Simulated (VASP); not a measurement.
# B in VASP: further runs

The runs below take B through single point, with RPBE.

Everything below comes from runs of VASP 6.6.1. Logs are shortened: lines on timing, memory, paths and dates and some standing lists are left out, and cuts for length are marked.

## (1) The cell of the first run

The typed cell holds 2 atoms: a = 5.981 Å, b = 5.981 Å, c = 2.902 Å, α = 90.00°, β = 90.00°, γ = 164.45°.

## (2) Single point, RPBE (13.91 Å³/atom)

File INCAR:

```
SYSTEM = B
ALGO = Normal ; EDIFF = 1E-6
ENCUT = 520 ; GGA = RP
ISIF = 2 ; ISMEAR = -1
LASPH = .TRUE. ; LCHARG = .FALSE.
LREAL = .FALSE. ; LWAVE = .FALSE.
NBANDS = 10 ; NELM = 100
PREC = Accurate ; SIGMA = 0.1
```

File KPOINTS:

```
k-points
0
G
  22 22 12
  0 0 0
```

File POSCAR:

```
B
1.0
   -4.0989742323      4.2818770505      0.7986306010
    4.2818770505     -4.0989742323      0.7986306010
    2.0258670724      2.0258670724     -0.4636437547
B
2
Direct
    0.0859552330      0.9140447670      1.0000000000
    0.6640447670      0.3359552330      0.5000000000
```

Potentials or basis: VASP PAW PBE potentials, release 64 (B).

Run with:

```console
cat potpaw_PBE.64/B/POTCAR > POTCAR
mpirun -np 1 vasp_std > vasp.out
```

OUTCAR:

```text
SYSTEM = B
   EDIFF = 1E-6
   ENCUT = 520
   GGA = RP
   ISIF = 2
   ISMEAR = -1
   LASPH = .TRUE.
   LREAL = .FALSE.
   NELM = 100
   PREC = Accurate

 ion  position               nearest neighbor table
   1  0.086  0.914  0.000-   2 1.90   2 1.90   2 1.90   2 1.90
   2  0.664  0.336  0.500-   1 1.90   1 1.90   1 1.90   1 1.90

  LATTYP: Found a base centered monoclinic cell.
 ALAT       =     1.6180699086
 B/A-ratio  =     7.3249700060
 C/A-ratio  =     1.7936690502
 COS(beta)  =    -0.0001093276

  Lattice vectors:

 A1 = (   4.0989742323,  -4.2818770505,  -0.7986306010)
 A2 = (  -4.2818770505,   4.0989742323,  -0.7986306010)
 A3 = (   2.0258670724,   2.0258670724,  -0.4636437547)

Analysis of symmetry for initial positions (statically):
=====================================================================
 Subroutine PRICEL returns:
 Original cell was already a primitive cell.

 Routine SETGRP: Setting up the symmetry group for a
 base centered monoclinic supercell.

 Subroutine GETGRP returns: Found  4 space group operations
 (whereof  2 operations were pure point group operations)
 out of a pool of  4 trial point group operations.

The static configuration has the point symmetry C_2 .
 The point group associated with its full space group is C_2h.

Analysis of symmetry for dynamics (positions and initial velocities):
=====================================================================
 Subroutine PRICEL returns:
 Original cell was already a primitive cell.

 Routine SETGRP: Setting up the symmetry group for a
 base centered monoclinic supercell.

 Subroutine GETGRP returns: Found  4 space group operations
 (whereof  2 operations were pure point group operations)
 out of a pool of  4 trial point group operations.

The dynamic configuration has the point symmetry C_2 .
 The point group associated with its full space group is C_2h.

 Subroutine INISYM returns: Found  4 space group operations
 (whereof  2 operations are pure point group operations),
 and found     1 'primitive' translations

----------------------------------------------------------------------------------------

                                     Primitive cell

  volume of cell :      27.8298

  direct lattice vectors                    reciprocal lattice vectors
    -4.098974232  4.281877051  0.798630601     0.010152585  0.129472206  0.610083204
     4.281877051 -4.098974232  0.798630601     0.129472206  0.010152585  0.610083204
     2.025867072  2.025867072 -0.463643755     0.240504978  0.240504978 -0.055080582

  length of vectors
     5.981126288  5.981126288  2.902281916     0.623752870  0.623752870  0.344556468

  position of ions in fractional coordinates (direct lattice)
     0.085955233  0.914044767  1.000000000
     0.664044767  0.335955233  0.500000000

  ion indices of the primitive-cell ions
   primitive index   ion index
                 1           1
                 2           2

----------------------------------------------------------------------------------------

 KPOINTS: k-points

Automatic generation of k-mesh.
 Grid dimensions read from file:
 generate k-points for:   22   22   12

 Generating k-lattice:

  Cartesian coordinates                     Fractional coordinates (reciprocal lattice)
     0.000461481  0.005885100  0.027731055     0.045454545  0.000000000  0.000000000
     0.005885100  0.000461481  0.027731055     0.000000000  0.045454545  0.000000000
     0.020042082  0.020042082 -0.004590048     0.000000000  0.000000000  0.083333333

  Length of vectors
     0.028352403  0.028352403  0.028713039

  Shift w.r.t. Gamma in fractional coordinates (k-lattice)
     0.000000000  0.000000000  0.000000000

 Subroutine IBZKPT returns following result:
 ===========================================

 Found   1531 irreducible k-points:

 Following reciprocal coordinates:
            Coordinates               Weight
  0.000000  0.000000  0.000000      1.000000
  0.045455  0.000000  0.000000      4.000000
  0.090909  0.000000  0.000000      4.000000
  0.136364  0.000000  0.000000      4.000000
  0.181818 -0.000000 -0.000000      4.000000
  0.227273  0.000000  0.000000      4.000000
[... 16 lines left out ...]
  0.500000  0.045455  0.000000      4.000000
 -0.454545  0.045455  0.000000      4.000000
 [... further k-points ...]
   k-points           NKPTS =   1531   k-points in BZ     NKDIM =   1531   number of bands    NBANDS=     10
   number of dos      NEDOS =    301   number of ions     NIONS =      2
   total plane-waves  NPLWV =  55296
   dimension x,y,z NGX =    48 NGY =   48 NGZ =   24
   dimension x,y,z NGXF=    96 NGYF=   96 NGZF=   48
   ions per type =               2
   NGX,Y,Z   is equivalent  to a cutoff of  13.34, 13.34, 13.75 a.u.
   NGXF,Y,Z  is equivalent  to a cutoff of  26.68, 26.68, 27.49 a.u.
 SYSTEM =  B
   PREC   = accura    normal or accurate (medium, high low for compatibility)
   ISTART =      0    job   : 0-new  1-cont  2-samecut
   ICHARG =      2    charge: 1-file 2-atom 10-const
   ISPIN  =      1    spin polarized calculation?
   LNONCOLLINEAR =      F non collinear calculations
   LSORBIT =      F    spin-orbit coupling
   LASPH  =      T    aspherical Exc in radial PAW
   ENCUT  =  520.0 eV  38.22 Ry    6.18 a.u.  11.12 11.12  5.40*2*pi/ulx,y,z
   NELM   =    100;   NELMIN=  2; NELMDL= -5     # of ELM steps
   EDIFF  = 0.1E-05   stopping-criterion for ELM
   LREAL  =      F    real-space projection
   EDIFFG = 0.1E-04   stopping-criterion for IOM
   NSW    =      0    number of steps for IOM
   IBRION =     -1    ionic relax: 0-MD 1-quasi-New 2-CG
   NFREE  =      0    steps in history (QN), initial steepest desc. (CG)
   ISIF   =      2    stress and relaxation
   ISYM   =      2    0-nonsym 1-usesym 2-fastsym
   POTIM  = 0.5000    time-step for ionic-motion
   TEBEG  =    0.0;   TEEND  =   0.0 temperature during run
   PSTRESS=    0.0 pullay stress
   NELECT =       6.0000    total number of electrons
   NUPDOWN=      -1.0000    fix difference up-down
   EMIN   =  10.00;   EMAX   =-10.00  energy-range for DOS
   EFERMI =   0.00;   METHOD = LEGACY
   ISMEAR =    -1;   SIGMA  =   0.10  broadening in eV -4-tet -1-fermi 0-gaus
   EFERMI_NEDOS =   21; number of points for ismear=-14 and -15
   IALGO  =     38    algorithm
   IMIX   =      4    mixing-type and parameters
     AMIX     =   0.40;   BMIX     =  1.00
     AMIX_MAG =   1.60;   BMIX_MAG =  1.00
  volume/ion in A,a.u.               =      13.91        93.90
  Fermi-wavevector in a.u.,A,eV,Ry     =   0.981647  1.855043 13.110987  0.963630
  Thomas-Fermi vector in A             =   2.112669
   LORBIT       =      0    0 simple, 1 ext, 2 COOP (PROOUT), +10 PAW based schemes
   GGA     = RP    functional components
   LHFCALC =     F    Hartree Fock is set to
   AEXX    =    0.0000 exact exchange contribution
   IVDW    =     0    specifies the selected vdW correction
   LEPSILON=     F    determine dielectric tensor
   LRPA    =     F    only Hartree local field effects (RPA)
 non-spin polarized calculation
  energy-cutoff  :      520.00
  volume of cell :       27.83
 maximum number of plane-waves:       777
 NGX is ok and might be reduce to    48
   NGX = 23   NGY = 23   NGZ = 11

 number of electron       6.0000000 magnetization

 Free energy of the ion-electron system (eV)
  ---------------------------------------------------
  ext. energy  EPLUGINS =         0.00000000
  ---------------------------------------------------
  free energy    TOTEN  =       -11.90354118 eV

  energy without entropy =      -11.89058130  energy(sigma->0) =      -11.89706124

 E-fermi :   0.9660     XC(G=0):  -7.5712

 val. band max:        0.9577815963   @ k =  -0.1818   0.3182   0.1667
 cond. band min:       0.9722218156   @ k =  -0.2727   0.1364   0.0833
 fundamental gap:      0.0144402193
 Fermi energy:         0.9660021200

 k-point     1 :       0.0000    0.0000    0.0000
  band No.  band energies     occupation
      1     -14.5104      2.00000
      2      -5.7084      2.00000
      3      -3.7128      2.00000
      4      -0.2060      1.99998
      5       4.0149      0.00000
      6       7.6246      0.00000
      7       8.2649      0.00000
      8      12.2275      0.00000
      9      16.5096      0.00000
     10      18.0705      0.00000

 k-point     2 :       0.0455    0.0000    0.0000
  band No.  band energies     occupation
      1     -14.4256      2.00000
      2      -5.6187      2.00000
      3      -3.6002      2.00000
      4      -0.0905      1.99995
      5       4.0430      0.00000
      6       7.7225      0.00000
      7       8.3675      0.00000
      8      12.3112      0.00000
      9      16.5591      0.00000
     10      18.1583      0.00000

 k-point     3 :       0.0909    0.0000    0.0000
  band No.  band energies     occupation
      1     -14.1720      2.00000
      2      -5.3529      2.00000
      3      -3.2627      2.00000
      4       0.2554      1.99836
      5       4.1204      0.00000
      6       8.0151      0.00000
      7       8.6727      0.00000
      8      12.5523      0.00000
      9      16.6866      0.00000
     10      18.4030      0.00000

 k-point     4 :       0.1364    0.0000    0.0000
  band No.  band energies     occupation
      1     -13.7513      2.00000
      2      -4.9225      2.00000
      3      -2.7013      2.00000
      4       0.8299      1.59195
      5       4.2260      0.00000
      6       8.4999      0.00000
      7       9.1731      0.00000
      8      12.9097      0.00000
      9      16.8080      0.00000
     10      18.6446      0.00000
[... 222 lines left out ...]
 k-point    22 :       0.4545    0.0455   -0.0000
  band No.  band energies     occupation
      1      -5.3783      2.00000
      2      -5.3775      2.00000
      3       7.4271      0.00000
      4       7.4927      0.00000
      5       9.0587      0.00000
      6       9.0591      0.00000
      7      11.6121      0.00000
      8      11.6221      0.00000
      9      16.3035      0.00000
     10      17.1275      0.00000

 k-point    23 :       0.5000    0.0455    0.0000
  band No.  band energies     occupation
      1      -6.7320      2.00000
      2      -4.1021      2.00000
      3       6.1730      0.00000
      4       7.0704      0.00000
      5       8.6249      0.00000
      6      10.8025      0.00000
      7      10.9348      0.00000
      8      11.8443      0.00000
      9      16.2435      0.00000
     10      17.9520      0.00000

 k-point    24 :      -0.4545    0.0455    0.0000
  band No.  band energies     occupation
      1      -8.0694      2.00000
      2      -3.0678      2.00000
      3       5.1027      0.00000
      4       5.1402      0.00000
      5       8.3617      0.00000
      6      10.8668      0.00000
      7      11.7235      0.00000
      8      12.3400      0.00000
      9      15.5577      0.00000
     10      18.8509      0.00000

 [... further k-points ...]
[... 5 lines left out ...]
  --------------------------------------------------------------------------------------
  -------------------------------------------------------------------------------------
  Total       -0.0749295     -0.0749295      0.1091252     -0.0539474      0.0263662      0.0263669
  in kB       -4.3137322     -4.3137322      6.2824016     -3.1057836      1.5179186      1.5179582
  external PRESSURE =      -0.7816876 kB  Pullay stress =       0.0000000 kB

 VOLUME and BASIS-vectors are now :
 -----------------------------------------------------------------------------
  energy-cutoff  :      520.00
  volume of cell :       27.83
      direct lattice vectors                 reciprocal lattice vectors
    -4.098974232  4.281877051  0.798630601     0.010152585  0.129472206  0.610083204
     4.281877051 -4.098974232  0.798630601     0.129472206  0.010152585  0.610083204
     2.025867072  2.025867072 -0.463643755     0.240504978  0.240504978 -0.055080582

 POSITION                                       TOTAL-FORCE (eV/Angst)
 -----------------------------------------------------------------------------------
      3.56150     -3.37860      0.79863        -0.014897      0.014897      0.000000
     -0.27045      2.47922      0.56681         0.014897     -0.014897     -0.000000
 -----------------------------------------------------------------------------------
    total drift:                                0.000000     -0.000000     -0.000000

  FREE ENERGIE OF THE ION-ELECTRON SYSTEM (eV)
  ---------------------------------------------------
  free  energy   TOTEN  =       -11.9035411807 eV

  energy  without entropy=      -11.8905812965  energy(sigma->0) =      -11.89706124
```

It took 5.4 min on 1 thread of Intel Xeon 6975P-C (Granite Rapids), shared host; peak memory 0.49 GiB.

Results:

```yaml
Free_energy: -11.9035 eV
Pressure: -0.1 GPa
Largest_force: 0.021 eV/Å
Band_gap_on_the_k_mesh: zero (bands 3 and 4 overlap by 10.31 eV)
```

Forces on the atoms (eV/Å):
```
B   -0.015  0.015  0.000
B    0.015 -0.015  0.000
```

Caveat: the PAW data sets were made with another functional, which shifts forces and pressure a little.

## (3) Single point, RPBE (14.47 Å³/atom)

This run uses another cell than the first one, of 14.47 Å³/atom.

File INCAR:

```
PREC = Accurate
ENCUT = 520
EDIFF = 1E-6
ISMEAR = -1
SIGMA = 0.1
LREAL = F
LASPH = T
NELM = 80
ALGO = Normal
ISIF = 2
LWAVE = F
LCHARG = F
GGA = RP
NBANDS = 10
```

File KPOINTS:

```
regular mesh
0
Gamma
  22 22 12
```

File POSCAR:

```
B
1.0
   -4.1529142895      4.3382239997      0.8091401036
    4.3382239997     -4.1529142895      0.8091401036
    2.0525262752      2.0525262752     -0.4697450301
B
2
Direct
    0.0859552330      0.9140447670      1.0000000000
    0.6640447670      0.3359552330      0.5000000000
```

Potentials or basis: VASP PAW PBE potentials, release 64 (B).

Run with:

```console
cat potpaw_PBE.64/B/POTCAR > POTCAR
mpirun -np 1 vasp_std > vasp.out
```

It took 5.2 min on 1 thread of Intel Xeon 6975P-C (Granite Rapids), shared host; peak memory 0.5 GiB.

Results (log left out):

- Free energy: -11.8889 eV
- Pressure: -4.2 GPa
- Largest force: 0.154 eV/Å
- Band gap on the k mesh: zero (bands 3 and 4 overlap by 9.88 eV)

Forces in eV/Å, atoms in the order of the input:
```
B   -0.109  0.109  0.000
B    0.109 -0.109  0.000
```

Stress tensor (GPa, compression positive):
```
-2.37 -1.55 -0.46
-1.55 -2.37 -0.46
-0.46 -0.46 -7.73
```

Levels at points of the mesh, in eV from the Fermi level:
| k point | band 1 | band 2 | band 3 | band 4 | band 5 | band 6 |
| --- | --- | --- | --- | --- | --- | --- |
| (0.00, 0.00, 0.00) | -15.21 | -6.55 | -4.57 | -1.11 | 2.81 | 6.52 |
| (0.50, 0.00, 0.00) | -6.23 | -6.23 | 6.17 | 6.23 | 7.82 | 7.82 |
| (0.50, 0.50, 0.00) | -15.21 | -6.65 | -4.57 | -0.63 | 2.80 | 5.31 |
| (0.00, 0.00, 0.50) | -11.91 | -11.91 | -3.51 | -3.51 | 5.64 | 5.64 |
| (0.50, 0.00, 0.50) | -5.39 | -5.39 | 3.75 | 3.75 | 8.20 | 8.20 |
| (0.50, 0.50, 0.50) | -11.90 | -11.90 | -3.55 | -3.55 | 6.60 | 6.60 |

Caveat: the stress differs along the axes, from -8 to -2 GPa; the PAW data sets were made with another functional, which shifts forces and pressure a little.

## (4) Single point, RPBE (15.03 Å³/atom)

This run uses another cell than the first one, of 15.03 Å³/atom.

File INCAR:

```
PREC = Accurate
ENCUT = 520
EDIFF = 1E-6
ISMEAR = -1
SIGMA = 0.1
LREAL = F
LASPH = T
NELM = 100
ALGO = Normal
ISIF = 2
LWAVE = F
LCHARG = T
GGA = RP
LELF = T
LVHAR = T
NBANDS = 10
```

File KPOINTS:

```
Automatic mesh
0
Gamma
  22 22 12
```

File POSCAR:

```
B
1.0
   -4.2054884060      4.3931440577      0.8193834708
    4.3931440577     -4.2054884060      0.8193834708
    2.0785103789      2.0785103789     -0.4756918010
B
2
Direct
    0.0859552330      0.9140447670      1.0000000000
    0.6640447670      0.3359552330      0.5000000000
```

Run with:

```console
cat potpaw_PBE.64/B/POTCAR > POTCAR
mpirun -np 1 vasp_std > vasp.out
```

Wall time 5.5 min (1 thread of Intel Xeon 6975P-C (Granite Rapids), shared host); peak memory 0.51 GiB.

The run converged. Its results:

```yaml
Free_energy: -11.8483 eV
Pressure: -7.6 GPa
Largest_force: 0.270 eV/Å
Band_gap_on_the_k_mesh: zero (bands 3 and 4 overlap by 9.47 eV)
```

Forces on the atoms (eV/Å):
```
B   -0.191  0.191  0.000
B    0.191 -0.191  0.000
```

Stress tensor (GPa, compression positive):
```
 -3.97  -2.56  -0.98
 -2.56  -3.97  -0.98
 -0.98  -0.98 -14.81
```

Levels at points of the mesh, in eV from the Fermi level:
```tsv
k point	band 1	band 2	band 3	band 4	band 5	band 6	band 7	band 8
(0.00, 0.00, 0.00)	-14.96	-6.44	-4.47	-1.05	2.59	6.40	6.89	10.86
(0.50, 0.00, 0.00)	-6.12	-6.11	5.90	5.95	7.56	7.56	9.82	9.83
(0.50, 0.50, 0.00)	-14.96	-6.53	-4.47	-0.60	2.57	5.27	6.86	11.07
(0.00, 0.00, 0.50)	-11.71	-11.71	-3.45	-3.45	5.57	5.57	11.71	11.71
(0.50, 0.00, 0.50)	-5.28	-5.28	3.51	3.51	7.96	7.97	8.11	8.11
(0.50, 0.50, 0.50)	-11.71	-11.71	-3.49	-3.49	6.49	6.49	9.24	9.24
```

Caveat: the stress differs along the axes, from -15 to -4 GPa; the PAW data sets were made with another functional, which shifts forces and pressure a little.

## (5) The runs side by side

```tsv
cell	gap on the mesh (eV)	pressure (GPa)	largest force (eV/Å)
a = 5.981, b = 5.981, c = 2.902 Å, angles 90.0, 90.0, 164.5°, 2 atoms	none	-0.1	0.02
a = 6.060, b = 6.060, c = 2.940 Å, angles 90.0, 90.0, 164.5°, 2 atoms	none	-4.2	0.15
a = 6.137, b = 6.137, c = 2.978 Å, angles 90.0, 90.0, 164.5°, 2 atoms	none	-7.6	0.27
```

Alike in all rows: task single point; level RPBE; potentials or basis VASP PAW PBE potentials, release 64 (B); no spin polarisation; k mesh 22 × 22 × 12; cutoff (eV) 520; smearing fermi-dirac 0.1 eV.

Caveats: the PAW data sets were made with another functional, which shifts forces and pressure a little; the stress differs along the axes, from -8 to -2 GPa (at least some runs); the stress differs along the axes, from -15 to -4 GPa (at least some runs).

Absolute energies hang on the potentials; compare differences alone.

The gap in the log of VASP goes by the Fermi energy; the results here count the filled bands.